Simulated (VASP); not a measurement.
AlNi:

```
Ni Al
1.0
     2.88100    0.00000    0.00000
     0.00000    2.88100    0.00000
     0.00000    0.00000    2.88100
Ni Al
1 1
Direct
  0.50000 0.50000 0.50000
  0.00000 0.00000 0.00000
```

* Program: VASP 6.6.1
* Task: relaxation of cell and atoms
* Functional: r2SCAN
* Potentials or basis: VASP PAW PBE potentials, release 64 (Ni, Al)
* Cutoff: 600 eV
* k mesh: 9 × 9 × 9
* Occupations: fermi-dirac, width 0.05 eV
* Spin: collinear spin, ferromagnetic start
* Starting moments: [1.0, 0.0] μB

At the start: pressure -3.5 GPa; volume 11.96 Å³/atom.

**Question.** Where does the relaxation end?

**Answer.** Over 3 steps the energy falls by 2.8 meV/atom and the volume is 11.71 Å³/atom (-2.1 %); space group Pm-3m (No. 221, to 0.1 Å) before and after; moment 0.00 μB per cell.

The path:
```tsv
step	energy change (eV)	largest force (eV/Å)	pressure (GPa)	volume (Å³)
1	0.0000	0.0000	-3.53	23.91
2	-0.0016	0.0000	3.24	23.01
3	-0.0056	0.0000	0.01	23.42
```

Final structure:
```xyz
2
Lattice="2.8610 0.0000 0.0000 0.0000 2.8610 0.0000 0.0000 0.0000 2.8610" Properties=species:S:1:pos:R:3 pbc="T T T"
Ni    1.4305    1.4305    1.4305
Al    0.0000    0.0000    0.0000
```

Caveat: the PAW data sets were made with another functional, which shifts forces and pressure a little.
